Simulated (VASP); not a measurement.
# As in VASP: notebook

As is run at these levels: PBE, r2SCAN; tasks: single point.

Everything below comes from runs of VASP 6.6.1. Logs are shortened: lines on timing, memory, paths and dates and some standing lists are left out, and cuts for length are marked.

## (1) The cell of the first run

The cell holds a slab with vacuum, 2 atoms: a = 3.503 Å, b = 3.503 Å, c = 26.416 Å, α = 90.00°, β = 90.00°, γ = 120.00°.

## (2) Single point, PBE (strain -2.0%)

INCAR reads:

```
PREC = Accurate
ENCUT = 520
EDIFF = 1E-7
ISMEAR = -1
SIGMA = 0.02
LREAL = False
LASPH = True
NELM = 100
ALGO = Normal
ISIF = 2
LWAVE = False
LCHARG = True
LDIPOL = True
IDIPOL = 3
DIPOL = 0.5 0.5 0.347
GGA = PE
LELF = True
LVHAR = True
LVACPOTAV = True
NBANDS = 12
```

KPOINTS reads:

```
regular mesh
0
Gamma
  12 12 1
```

POSCAR reads:

```
As
1.0
    3.5034105985      0.0000000000      0.0000000000
   -1.7517052992      3.0340425782      0.0000000000
    0.0000000000      0.0000000000     26.4156438000
As
2
Direct
    0.3333333333      0.6666666667      0.3202762771
    0.6666666667      0.3333333333      0.3727911355
```

Potentials or basis: VASP PAW PBE potentials, release 64 (As).

The run is started by

```
cat potpaw_PBE.64/As/POTCAR > POTCAR
mpirun -np 1 vasp_std > vasp.out
```

OUTCAR:

```text
PREC = Accurate
   ENCUT = 520
   EDIFF = 1E-7
   ISMEAR = -1
   LREAL = False
   LASPH = True
   NELM = 100
   ISIF = 2
   GGA = PE

 ion  position               nearest neighbor table
   1  0.333  0.667  0.320-   2 2.45   2 2.45   2 2.45
   2  0.667  0.333  0.373-   1 2.45   1 2.45   1 2.45

  LATTYP: Found a hexagonal cell.
 ALAT       =     3.5034105985
 C/A-ratio  =     7.5399794164

  Lattice vectors:

 A1 = (   3.5034105985,   0.0000000000,   0.0000000000)
 A2 = (  -1.7517052992,   3.0340425782,   0.0000000000)
 A3 = (   0.0000000000,   0.0000000000,  26.4156438000)

Analysis of symmetry for initial positions (statically):
=====================================================================
 Subroutine PRICEL returns:
 Original cell was already a primitive cell.

 Routine SETGRP: Setting up the symmetry group for a
 hexagonal supercell.

 Subroutine GETGRP returns: Found 12 space group operations
 (whereof  6 operations were pure point group operations)
 out of a pool of 24 trial point group operations.

The static configuration has the point symmetry C_3v.
 The point group associated with its full space group is D_3d.

Analysis of symmetry for dynamics (positions and initial velocities):
=====================================================================
 Subroutine PRICEL returns:
 Original cell was already a primitive cell.

 Routine SETGRP: Setting up the symmetry group for a
 hexagonal supercell.

 Subroutine GETGRP returns: Found 12 space group operations
 (whereof  6 operations were pure point group operations)
 out of a pool of 24 trial point group operations.

The dynamic configuration has the point symmetry C_3v.
 The point group associated with its full space group is D_3d.

 Subroutine INISYM returns: Found 12 space group operations
 (whereof  6 operations are pure point group operations),
 and found     1 'primitive' translations

----------------------------------------------------------------------------------------

                                     Primitive cell

  volume of cell :     280.7850

  direct lattice vectors                    reciprocal lattice vectors
     3.503410598  0.000000000  0.000000000     0.285436141  0.164796633  0.000000000
    -1.751705299  3.034042578  0.000000000     0.000000000  0.329593265  0.000000000
     0.000000000  0.000000000 26.415643800     0.000000000  0.000000000  0.037856355

  length of vectors
     3.503410598  3.503410598 26.415643800     0.329593265  0.329593265  0.037856355
[... 84 lines left out ...]
   TEBEG  =    0.0;   TEEND  =   0.0 temperature during run
   PSTRESS=    0.0 pullay stress
   NELECT =      10.0000    total number of electrons
   NUPDOWN=      -1.0000    fix difference up-down
   EMIN   =  10.00;   EMAX   =-10.00  energy-range for DOS
   EFERMI =   0.00;   METHOD = LEGACY
   ISMEAR =    -1;   SIGMA  =   0.02  broadening in eV -4-tet -1-fermi 0-gaus
   EFERMI_NEDOS =   21; number of points for ismear=-14 and -15
   IALGO  =     38    algorithm
   IMIX   =      4    mixing-type and parameters
     AMIX     =   0.40;   BMIX     =  1.00
     AMIX_MAG =   1.60;   BMIX_MAG =  1.00
  volume/ion in A,a.u.               =     140.39       947.42
  Fermi-wavevector in a.u.,A,eV,Ry     =   0.538621  1.017847  3.947226  0.290113
  Thomas-Fermi vector in A             =   1.564933
   LORBIT       =      0    0 simple, 1 ext, 2 COOP (PROOUT), +10 PAW based schemes
   GGA     = PE    functional components
[... 5 lines left out ...]
 non-spin polarized calculation
  energy-cutoff  :      520.00
  volume of cell :      280.79
 maximum number of plane-waves:      7647
 NGX is ok and might be reduce to    28
   NGX = 13   NGY = 13   NGZ = 99

 number of electron      10.0000000 magnetization

 dipolmoment           0.000000      0.000000      0.000002 electrons x Angstroem

 number of electron       9.9999999 magnetization

 dipolmoment           0.000000      0.000000     -0.000000 electrons x Angstroem

 Free energy of the ion-electron system (eV)
  ---------------------------------------------------
  ext. energy  EPLUGINS =         0.00000000
  ---------------------------------------------------
  free energy    TOTEN  =        -9.28409124 eV

  energy without entropy =       -9.28409124  energy(sigma->0) =       -9.28409124

 E-fermi :  -3.2677     XC(G=0):  -2.0274

 val. band max:       -3.6885506940   @ k =   0.0000   0.0000   0.0000
 cond. band min:      -2.2196157027   @ k =   0.3333  -0.0000   0.0000
 fundamental gap:      1.4689349914
 Fermi energy:        -3.2676985416

 k-point     1 :       0.0000    0.0000    0.0000
  band No.  band energies     occupation
      1     -17.8264      2.00000
      2     -11.1271      2.00000
      3      -4.5892      2.00000
      4      -3.6886      2.00000
      5      -3.6886      2.00000
      6      -1.4279      0.00000
      7      -0.0809      0.00000
      8      -0.0809      0.00000
      9       0.9558      0.00000
     10       1.2400      0.00000
     11       1.6762      0.00000
     12       1.9728      0.00000
[... 256 lines left out ...]
 k-point    19 :       0.3333    0.3333    0.0000
  band No.  band energies     occupation
      1     -13.9294      2.00000
      2     -13.9294      2.00000
      3      -8.5567      2.00000
      4      -5.9363      2.00000
      5      -5.9363      2.00000
      6      -1.9645      0.00000
      7       0.8967      0.00000
      8       0.8967      0.00000
      9       4.3263      0.00000
     10       5.4578      0.00000
     11       5.4579      0.00000
     12       6.1824      0.00000

------------------------ aborting loop because EDIFF is reached ----------------------------------------

  FORCE on cell =-STRESS in cart. coord.  units (eV):
  Direction    XX          YY          ZZ          XY          YZ          ZX
  --------------------------------------------------------------------------------------
  -------------------------------------------------------------------------------------
  Total        1.6392436      1.6392436      0.7617281      0.0000000      0.0000000      0.0000000
  in kB        9.3536294      9.3536294      4.3464699      0.0000000      0.0000000      0.0000000
  external PRESSURE =       7.6845763 kB  Pullay stress =       0.0000000 kB

 VOLUME and BASIS-vectors are now :
 -----------------------------------------------------------------------------
  energy-cutoff  :      520.00
  volume of cell :      280.79
      direct lattice vectors                 reciprocal lattice vectors
     3.503410598  0.000000000  0.000000000     0.285436141  0.164796633  0.000000000
    -1.751705299  3.034042578  0.000000000     0.000000000  0.329593265  0.000000000
     0.000000000  0.000000000 26.415643800     0.000000000  0.000000000  0.037856355

 POSITION                                       TOTAL-FORCE (eV/Angst)
 -----------------------------------------------------------------------------------
     -0.00000      2.02270      8.46030         0.000000      0.000000     -0.550086
      1.75171      1.01135      9.84752        -0.000000     -0.000000      0.550086
 -----------------------------------------------------------------------------------
    total drift:                               -0.000000      0.000000      0.000005

  FREE ENERGIE OF THE ION-ELECTRON SYSTEM (eV)
  ---------------------------------------------------
  free  energy   TOTEN  =        -9.2840912360 eV

  energy  without entropy=       -9.2840912360  energy(sigma->0) =       -9.28409124

 vacuum level on the upper side and lower side of the slab         1.504         1.504
```

Wall time 61 s (1 thread of Intel Xeon Platinum 8559C (Emerald Rapids), shared host); peak memory 0.4 GiB.

What came out:

```
Free energy            : -9.2841 eV
Largest force          : 0.550 eV/Å
Band gap on the k mesh : 1.47 eV, indirect (least direct gap 2.26 eV)
```

Forces on the atoms (eV/Å):
```
As   0.000  0.000 -0.550
As   0.000  0.000  0.550
```

Caveat: the cell differs from its parent crystal (strain -2.0%).

## (3) Single point, PBE

This run uses another cell than the first one, of 146.18 Å³/atom, 1.041 times its volume.

INCAR reads:

```
SYSTEM = As
PREC     = Accurate       ! precision mode
ENCUT    = 520            ! plane-wave cutoff, eV
EDIFF    = 1E-7           ! SCF threshold, eV
ISMEAR   = -1             ! smearing method
SIGMA    = 0.02           ! smearing width, eV
LREAL    = .False.        ! projectors in reciprocal space
LASPH    = .True.         ! aspherical terms in the spheres
NELM     = 60             ! most SCF steps
ALGO     = Normal         ! electronic algorithm
ISIF     = 2              ! what is computed and relaxed
LWAVE    = .False.        ! write WAVECAR
LCHARG   = .True.         ! write CHGCAR
LDIPOL   = .True.       
IDIPOL   = 3            
DIPOL    = 0.5 0.5 0.347
GGA      = PE             ! functional
LELF     = .True.         ! ELF
LVHAR    = .True.       
LVACPOTAV= .True.       
NBANDS   = 12             ! bands
```

KPOINTS reads:

```
regular mesh
0
Gamma
  12 12 1
  0 0 0
```

POSCAR reads:

```
As
1.0
    3.5749087740      0.0000000000      0.0000000000
   -1.7874543870      3.0959618145      0.0000000000
    0.0000000000      0.0000000000     26.4156438000
As
2
Direct
    0.3333333333      0.6666666667      0.3206196299
    0.6666666667      0.3333333333      0.3724477827
```

Potentials or basis: VASP PAW PBE potentials, release 64 (As).

The run is started by

```
cat potpaw_PBE.64/As/POTCAR > POTCAR
mpirun -np 1 vasp_std > vasp.out
```

OUTCAR:

```text
SYSTEM = As
   PREC = Accurate
   ENCUT = 520
   EDIFF = 1E-7
   ISMEAR = -1
   LREAL = .False.
   LASPH = .True.
   NELM = 60
   ISIF = 2
   GGA = PE

 ion  position               nearest neighbor table
   1  0.333  0.667  0.321-   2 2.48   2 2.48   2 2.48
   2  0.667  0.333  0.372-   1 2.48   1 2.48   1 2.48

  LATTYP: Found a hexagonal cell.
 ALAT       =     3.5749087740
 C/A-ratio  =     7.3891798281

  Lattice vectors:

 A1 = (   3.5749087740,   0.0000000000,   0.0000000000)
[... 472 lines left out ...]

  FORCE on cell =-STRESS in cart. coord.  units (eV):
  Direction    XX          YY          ZZ          XY          YZ          ZX
  --------------------------------------------------------------------------------------
  -------------------------------------------------------------------------------------
  Total        0.6614341      0.6614341      0.6741407      0.0000000     -0.0000000      0.0000000
  in kB        3.6247281      3.6247281      3.6943613      0.0000000     -0.0000000      0.0000000
  external PRESSURE =       3.6479392 kB  Pullay stress =       0.0000000 kB

 VOLUME and BASIS-vectors are now :
 -----------------------------------------------------------------------------
  energy-cutoff  :      520.00
  volume of cell :      292.36
      direct lattice vectors                 reciprocal lattice vectors
     3.574908774  0.000000000  0.000000000     0.279727418  0.161500700  0.000000000
    -1.787454387  3.095961814  0.000000000     0.000000000  0.323001400  0.000000000
     0.000000000  0.000000000 26.415643800     0.000000000  0.000000000  0.037856355

 POSITION                                       TOTAL-FORCE (eV/Angst)
 -----------------------------------------------------------------------------------
     -0.00000      2.06397      8.46937        -0.000000     -0.000000     -0.493321
      1.78745      1.03199      9.83845         0.000000      0.000000      0.493321
 -----------------------------------------------------------------------------------
    total drift:                               -0.000000      0.000000      0.000001

  FREE ENERGIE OF THE ION-ELECTRON SYSTEM (eV)
  ---------------------------------------------------
  free  energy   TOTEN  =        -9.3208546109 eV

  energy  without entropy=       -9.3208546109  energy(sigma->0) =       -9.32085461

 vacuum level on the upper side and lower side of the slab         1.453         1.453
```

It took 71 s on 1 thread of Intel Xeon Platinum 8559C (Emerald Rapids), shared host; peak memory 0.38 GiB.

Results:

```yaml
Free_energy: -9.3209 eV
Largest_force: 0.493 eV/Å
Band_gap_on_the_k_mesh: 1.68 eV, indirect (least direct gap 2.06 eV)
Ionisation_potential_of_the_upper_face: 5.45 eV
```

Forces in eV/Å, atoms in the order of the input:
```
As   0.000  0.000 -0.493
As   0.000  0.000  0.493
```

Levels at points of the mesh, in eV from the valence-band top:
```
           k point  band 2  band 3  band 4  band 5  band 6  band 7  band 8  band 9
(0.00, 0.00, 0.00)   -7.07   -0.47    0.00    0.00    2.06    3.61    3.61    4.91
(0.50, 0.00, 0.00)   -9.15   -3.39   -1.93   -1.51    2.00    3.29    4.72    6.37
```

## (4) Single point, PBE (strain +2.5%)

INCAR reads:

```
PREC = Accurate
ENCUT = 520
EDIFF = 1E-6
ISMEAR = -1
SIGMA = 0.02
LREAL = F
LASPH = T
NELM = 80
ALGO = Normal
ISIF = 2
LWAVE = F
LCHARG = F
LDIPOL = T
IDIPOL = 3
DIPOL = 0.5 0.5 0.347
GGA = PE
NBANDS = 12
```

KPOINTS reads:

```
regular mesh
0
Gamma
  12 12 1
```

POSCAR reads:

```
As
1.0
    3.6642814934      0.0000000000      0.0000000000
   -1.8321407467      3.1733608599      0.0000000000
    0.0000000000      0.0000000000     26.4156438000
As
2
Direct
    0.3333333333      0.6666666667      0.3210311428
    0.6666666667      0.3333333333      0.3720362698
```

The run is started by

```
cat potpaw_PBE.64/As/POTCAR > POTCAR
mpirun -np 1 vasp_std > vasp.out
```

Wall time 61 s (1 thread of Intel Xeon Platinum 8559C (Emerald Rapids), shared host); peak memory 0.36 GiB.

Results (log left out):

* Free energy: -9.3161 eV
* Largest force: 0.431 eV/Å
* Band gap on the k mesh: 1.72 eV, indirect (least direct gap 1.82 eV)

Forces on the atoms (eV/Å):
```
As   0.000  0.000 -0.431
As   0.000  0.000  0.431
```

Levels at points of the mesh, in eV from the valence-band top:
| k point | band 3 | band 4 | band 5 | band 6 | band 7 | band 8 |
| --- | --- | --- | --- | --- | --- | --- |
| (0.00, 0.00, 0.00) | -0.11 | -0.10 | -0.10 | 1.72 | 3.50 | 3.50 |
| (0.50, 0.00, 0.00) | -3.09 | -1.87 | -1.23 | 2.01 | 3.54 | 4.71 |

Caveat: the cell differs from its parent crystal (strain +2.5%).

## (5) Single point, r2SCAN (strain -2.0%)

POSCAR reads:

```
As
1.0
    3.5034105985      0.0000000000      0.0000000000
   -1.7517052992      3.0340425782      0.0000000000
    0.0000000000      0.0000000000     26.4156438000
As
2
Direct
    0.3333333333      0.6666666667      0.3202762771
    0.6666666667      0.3333333333      0.3727911355
```

INCAR.step1 reads:

```
ALGO = Normal
DIPOL = 0.5 0.5 0.347
EDIFF = 1E-4
ENCUT = 520
GGA = PE
IDIPOL = 3
ISMEAR = 0
LASPH = T
LCHARG = F
LDIPOL = T
LREAL = F
LWAVE = T
NBANDS = 12
NELM = 60
PREC = Accurate
SIGMA = 0.01
```

INCAR.step2 reads:

```
ALGO = Normal
DIPOL = 0.5 0.5 0.347
EDIFF = 1E-7
ENCUT = 520
IDIPOL = 3
ISIF = 2
ISMEAR = 0
ISTART = 1
LASPH = T
LCHARG = T
LDIPOL = T
LELF = T
LMIXTAU = T
LREAL = F
LVACPOTAV = T
LVHAR = T
LWAVE = F
METAGGA = R2SCAN
NBANDS = 12
NELM = 60
PREC = Accurate
SIGMA = 0.01
```

KPOINTS reads:

```
k-points
0
Gamma
  12 12 1
```

The run is started by

```
cat potpaw_PBE.64/As/POTCAR > POTCAR
cp INCAR.step1 INCAR
mpirun -np 1 vasp_std > vasp.out
cp INCAR.step2 INCAR
mpirun -np 1 vasp_std > vasp.out
```

It took 4.3 min on 1 thread of Intel Xeon Platinum 8559C (Emerald Rapids), shared host; peak memory 0.42 GiB.

Results (log left out):

```yaml
Free_energy: -29.3624 eV
Largest_force: 0.071 eV/Å
Band_gap_on_the_k_mesh: 1.78 eV, indirect (least direct gap 2.62 eV)
```

Forces in eV/Å, atoms in the order of the input:
```
As   0.000  0.000 -0.071
As   0.000  0.000  0.071
```

Levels at points of the mesh, in eV from the valence-band top:
```csv
k point,band 2,band 3,band 4,band 5,band 6,band 7,band 8,band 9
"(0.00, 0.00, 0.00)",-7.64,-0.88,0.00,0.00,2.76,3.84,3.84,5.30
"(0.50, 0.00, 0.00)",-9.72,-3.83,-2.17,-1.88,2.23,3.27,4.92,6.66
```

Caveat: the cell differs from its parent crystal (strain -2.0%); the PAW data sets were made with another functional, which shifts forces and pressure a little.

## (6) The runs side by side

```tsv
level	cell	smearing	gap on the mesh (eV)	largest force (eV/Å)
PBE	a = 3.503, b = 3.503, c = 26.416 Å, angles 90.0, 90.0, 120.0°, 2 atoms	fermi-dirac 0.02 eV	1.47	0.55
PBE	a = 3.575, b = 3.575, c = 26.416 Å, angles 90.0, 90.0, 120.0°, 2 atoms	fermi-dirac 0.02 eV	1.68	0.49
PBE	a = 3.664, b = 3.664, c = 26.416 Å, angles 90.0, 90.0, 120.0°, 2 atoms	fermi-dirac 0.02 eV	1.72	0.43
r2SCAN	a = 3.503, b = 3.503, c = 26.416 Å, angles 90.0, 90.0, 120.0°, 2 atoms	gaussian 0.01 eV	1.78	0.07
```

Alike in all rows: task single point; potentials or basis VASP PAW PBE potentials, release 64 (As); no spin polarisation; k mesh 12 × 12 × 1; cutoff (eV) 520.

Caveats: the PAW data sets were made with another functional, which shifts forces and pressure a little (some runs).

Absolute energies hang on the potentials; compare differences alone.
